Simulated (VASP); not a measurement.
# Al (I4_1/amd) in VASP: notebook, part 2 of 2

VASP 6.6.1. Earlier steps stand in the parts before.

**3. Relaxation of cell and atoms, r2SCAN**

This run uses another cell than the first one, of 16.91 Å³/atom, 0.899 times its volume.

Input file POSCAR:

```
Al
1.0
   -2.4932008491      2.4932008491      1.3600870863
    2.4932008491     -2.4932008491      1.3600870863
    2.4932008491      2.4932008491     -1.3600870863
Al
2
Direct
    0.0000000000      0.0000000000      0.0000000000
    0.7500000000      0.2500000000      0.5000000000
```

Input file INCAR.step1:

```
PREC     = Accurate       # precision mode
ENCUT    = 600            # plane-wave cutoff, eV
ISMEAR   = 0              # smearing method
SIGMA    = 0.1            # smearing width, eV
LREAL    = False          # projectors in reciprocal space
LASPH    = True           # aspherical terms in the spheres
NELM     = 100            # most SCF steps
GGA      = PE             # functional
ALGO     = Normal         # electronic algorithm
EDIFF    = 1E-4           # SCF threshold, eV
LWAVE    = True           # write WAVECAR
LCHARG   = False          # write CHGCAR
```

Input file INCAR.step2:

```
PREC     = Accurate       # precision mode
ENCUT    = 600            # plane-wave cutoff, eV
EDIFF    = 1E-7           # SCF threshold, eV
ISMEAR   = 0              # smearing method
SIGMA    = 0.1            # smearing width, eV
LREAL    = False          # projectors in reciprocal space
LASPH    = True           # aspherical terms in the spheres
NELM     = 100            # most SCF steps
ALGO     = Normal         # electronic algorithm
ISIF     = 3              # what is computed and relaxed
LWAVE    = False          # write WAVECAR
LCHARG   = False          # write CHGCAR
METAGGA  = R2SCAN         # meta-GGA
LMIXTAU  = True         
IBRION   = 2              # ionic algorithm
NSW      = 90             # ionic steps
EDIFFG   = -0.04          # ionic threshold
ISTART   = 1
```

Input file KPOINTS:

```
Automatic mesh
0
Gamma
  8 8 8
```

Potentials or basis: VASP PAW PBE potentials, release 64 (Al).

Launch:

```console
cat potpaw_PBE.64/Al/POTCAR > POTCAR
cp INCAR.step1 INCAR
mpirun -np 1 vasp_std > vasp.out
cp INCAR.step2 INCAR
mpirun -np 1 vasp_std > vasp.out
```

OUTCAR:

```text
PREC = Accurate
   ENCUT = 600
   EDIFF = 1E-7
   ISMEAR = 0
   LREAL = False
   LASPH = True
   NELM = 100
   ISIF = 3
   METAGGA = R2SCAN
   IBRION = 2
   NSW = 90
   EDIFFG = -0.04
   ISTART = 1

 ion  position               nearest neighbor table
   1  0.000  0.000  0.000-   2 2.58   2 2.58   2 2.58   2 2.58   2 3.22   2 3.22   2 3.22   2 3.22

   2  0.750  0.250  0.500-   1 2.58   1 2.58   1 2.58   1 2.58   1 3.22   1 3.22   1 3.22   1 3.22

  LATTYP: Found a body centered tetragonal cell.
 ALAT       =     4.9864016982
 C/A-ratio  =     0.5455184594

  Lattice vectors:

 A1 = (  -2.4932008491,   2.4932008491,   1.3600870863)
 A2 = (   2.4932008491,  -2.4932008491,   1.3600870863)
 A3 = (   2.4932008491,   2.4932008491,  -1.3600870863)

Analysis of symmetry for initial positions (statically):
[... 399 lines left out ...]

  energy without entropy =      -12.76666048  energy(sigma->0) =      -12.76786076

 E-fermi :   6.4626     XC(G=0): -10.3705

 val. band max:        6.4449744515   @ k =  -0.2500   0.3750   0.2500
 cond. band min:       6.4849677142   @ k =   0.3750   0.0000   0.0000
 fundamental gap:      0.0399932627
 Fermi energy:         6.4625965913

 k-point     1 :       0.0000    0.0000    0.0000
  band No.  band energies     occupation
      1      -4.2689      2.00000
      2       5.9156      2.00000
      3       5.9156      2.00000
      4       6.9306      0.00000
      5       8.6662      0.00000
      6      15.2967      0.00000
      7      17.0631      0.00000
[... 221 lines left out ...]
 k-point    24 :       0.3750    0.1250    0.1250
  band No.  band energies     occupation
      1       2.6257      2.00000
      2       2.7769      2.00000
      3       5.2059      2.00000
      4       5.4658      2.00000
      5      10.3607      0.00000
      6      10.9350      0.00000
      7      13.4499      0.00000

 [... further k-points ...]
[... 5 lines left out ...]
  --------------------------------------------------------------------------------------
  -------------------------------------------------------------------------------------
  Total        0.0426639      0.0426639     -0.0049922      0.0000000      0.0000000      0.0000000
  in kB        1.8259917      1.8259917     -0.2136638      0.0000000      0.0000000      0.0000000
  external PRESSURE =       1.1461065 kB  Pullay stress =       0.0000000 kB
[... 17 lines left out ...]
  FREE ENERGIE OF THE ION-ELECTRON SYSTEM (eV)
  ---------------------------------------------------
  free  energy   TOTEN  =       -12.7690610420 eV

  energy  without entropy=      -12.7666604799  energy(sigma->0) =      -12.76786076

 reached required accuracy - stopping structural energy minimisation
```

OUTCAR.step1:

```text
PREC = Accurate
   ENCUT = 600
   ISMEAR = 0
   LREAL = False
   LASPH = True
[... 465 lines left out ...]
      0.00000      0.00000      0.00000         0.000000     -0.000000      0.000000
      0.00000      2.49320      0.68004        -0.000000      0.000000     -0.000000
 -----------------------------------------------------------------------------------
    total drift:                               -0.000000     -0.000000      0.000000

  FREE ENERGIE OF THE ION-ELECTRON SYSTEM (eV)
  ---------------------------------------------------
  free  energy   TOTEN  =        -6.7812847185 eV

  energy  without entropy=       -6.7779310097  energy(sigma->0) =       -6.77960786
```

Run time: 5.4 min. Hardware: 1 thread of Intel Xeon Platinum 8488C (Sapphire Rapids), shared host; peak memory 0.17 GiB.

What came out:

| Item | Value |
| --- | --- |
| Free energy | -12.7691 eV |
| Relaxed volume | 18.72 Å³/atom |
| Relaxed cell | a = 3.955 Å, b = 3.955 Å, c = 3.955 Å, α = 96.75°, β = 96.75°, γ = 139.91° |
| Space group after relaxing (to 0.05 Å) | I4_1/amd (No. 141) |
| Energy gained by relaxing | 74.1 meV/atom |
| Ionic steps | 7 |
| Pressure after relaxing | 0.1 GPa |
| Band gap on the k mesh | zero (band 3 reaches 9.14 eV, above the bottom of band 4 at 1.71 eV) |

The path:
```tsv
step	energy change (eV)	largest force (eV/Å)	pressure (GPa)	volume (Å³)
1	0.0000	0.0000	8.35	33.82
2	-0.1397	0.0000	-1.01	38.24
3	-0.1474	0.0000	0.36	37.35
4	-0.1475	0.0000	0.46	37.27
5	-0.1475	0.0000	0.57	37.20
6	-0.1482	0.0000	-0.05	37.52
7	-0.1483	0.0000	0.11	37.43
```

Final structure:
```
CELL_PARAMETERS angstrom
-2.62741 2.62741 1.35568
2.62741 -2.62741 1.35568
2.62741 2.62741 -1.35568
ATOMIC_POSITIONS crystal
Al 0.00000 0.00000 0.00000
Al 0.75000 0.25000 0.50000
```

Levels at points of the mesh, in eV from the Fermi level:
| k point | band 1 | band 2 | band 3 | band 4 | band 5 | band 6 | band 7 |
| --- | --- | --- | --- | --- | --- | --- | --- |
| (0.00, 0.00, 0.00) | -10.73 | -0.55 | -0.55 | 0.47 | 2.20 | 8.83 | 10.60 |
| (0.50, 0.00, 0.00) | -4.17 | -4.03 | 0.21 | 0.94 | 1.58 | 2.39 | 6.64 |
| (0.50, 0.50, 0.00) | -7.92 | -7.92 | 2.02 | 2.02 | 3.94 | 3.94 | 11.58 |
| (0.50, 0.50, 0.50) | -5.51 | -5.51 | -4.75 | -4.75 | 9.09 | 9.09 | 15.24 |

Caveat: the PAW data sets were made with another functional, which shifts forces and pressure a little.

**4. Single point, r2SCAN**

Input file POSCAR:

```
Al
1.0
   -2.6398073769      2.6398073769      1.3483255508
    2.6398073769     -2.6398073769      1.3483255508
    2.6398073769      2.6398073769     -1.3483255508
Al
2
Direct
    0.0000000000      0.0000000000      0.0000000000
    0.7500000000      0.2500000000      0.5000000000
```

Input file INCAR.step1:

```
SYSTEM = Al
ALGO = Normal
EDIFF = 1E-4
ENCUT = 520
GGA = PE
ISMEAR = 0
LASPH = .TRUE.
LCHARG = .FALSE.
LREAL = .FALSE.
LWAVE = .TRUE.
NBANDS = 10
NELM = 80
PREC = Accurate
SIGMA = 0.1
```

Input file INCAR.step2:

```
SYSTEM = Al
ALGO = Normal
EDIFF = 1E-6
ENCUT = 520
ISIF = 2
ISMEAR = 0
ISTART = 1
LASPH = .TRUE.
LCHARG = .FALSE.
LMIXTAU = .TRUE.
LREAL = .FALSE.
LWAVE = .FALSE.
METAGGA = R2SCAN
NBANDS = 10
NELM = 80
PREC = Accurate
SIGMA = 0.1
```

Input file KPOINTS:

```
k-points
0
G
  22 22 22
  0 0 0
```

Launch:

```console
cat potpaw_PBE.64/Al/POTCAR > POTCAR
cp INCAR.step1 INCAR
mpirun -np 1 vasp_std > vasp.out
cp INCAR.step2 INCAR
mpirun -np 1 vasp_std > vasp.out
```

It took 16 min on 1 thread of Intel Xeon 6975P-C, shared host; peak memory 0.37 GiB.

The run converged. Its results:

- Free energy: -12.7386 eV
- Pressure: -0.2 GPa
- Band gap on the k mesh: zero (band 3 reaches 8.94 eV, above the bottom of band 4 at 1.68 eV)

Levels at points of the mesh, in eV from the Fermi level:
```tsv
k point	band 1	band 2	band 3	band 4	band 5	band 6	band 7
(0.00, 0.00, 0.00)	-10.69	-0.59	-0.59	0.33	2.21	8.77	10.43
(0.50, 0.00, 0.00)	-4.10	-3.93	0.21	1.02	1.60	2.44	6.62
(0.50, 0.50, 0.00)	-7.90	-7.90	1.95	1.95	3.85	3.85	11.66
(0.50, 0.50, 0.50)	-5.55	-5.55	-4.73	-4.73	9.29	9.29	14.69
```

Caveat: the PAW data sets were made with another functional, which shifts forces and pressure a little.

**5. Summary**

```csv
task,cell,k mesh,cutoff (eV),gap on the mesh (eV),pressure (GPa)
single point,"a = 3.962 Å, angles 96.7, 96.7, 139.9°, 2 atoms",8 × 8 × 8,520,none,-0.2
relaxation of cell and atoms,"relaxed from a = 3.779 Å, angles 97.4, 97.4, 137.8°, 2 atoms",8 × 8 × 8,600,none,0.1
single point,"a = 3.969 Å, angles 96.6, 96.6, 140.3°, 2 atoms",22 × 22 × 22,520,none,-0.2
```

Alike in all rows: level r2SCAN; potentials or basis VASP PAW PBE potentials, release 64 (Al); no spin polarisation; smearing gaussian 0.1 eV.

Caveats: the PAW data sets were made with another functional, which shifts forces and pressure a little.

Absolute energies hang on the potentials; compare differences alone.
